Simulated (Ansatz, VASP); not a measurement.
**One calculation of Sb, two programs**

```
CELL_PARAMETERS angstrom
-1.44522 1.51963 2.48000
1.51963 -1.44522 2.48000
1.49038 1.49038 -2.43485
ATOMIC_POSITIONS crystal
Sb 0.00000 0.00000 0.00000
```

Change from the starting cell: equal xy, yz and zx shear strains of +3 %, crystal datasets.

Alike in both runs: task electric field gradients; functional PBE; k mesh 19 × 19 × 19; occupations fermi-dirac, width 0.05 eV; no spin polarisation.

|  | VASP | Ansatz |
| --- | --- | --- |
| version | VASP 6.6.1 | Ansatz 0.2.0 |
| potentials or method | VASP PAW PBE potentials, release 64 (Sb), cutoff 520 eV | all-electron PAW with datasets made for the crystal, scalar-relativistic |

|  | VASP | Ansatz | Ansatz less VASP |
| --- | --- | --- | --- |
| pressure (GPa) | 19.4 | 19.5 | +0.03 |
| traceless stress, the component that is largest in VASP (GPa) | 1.14 | 1.13 | -0.004 |
| size of Vzz on the site where it differs most (V/Å²) | 36.5 | 37.6 | +1.11 |

Ansatz ran all-electron here, and VASP with PAW potentials.

Neither program's run includes spin-orbit coupling.
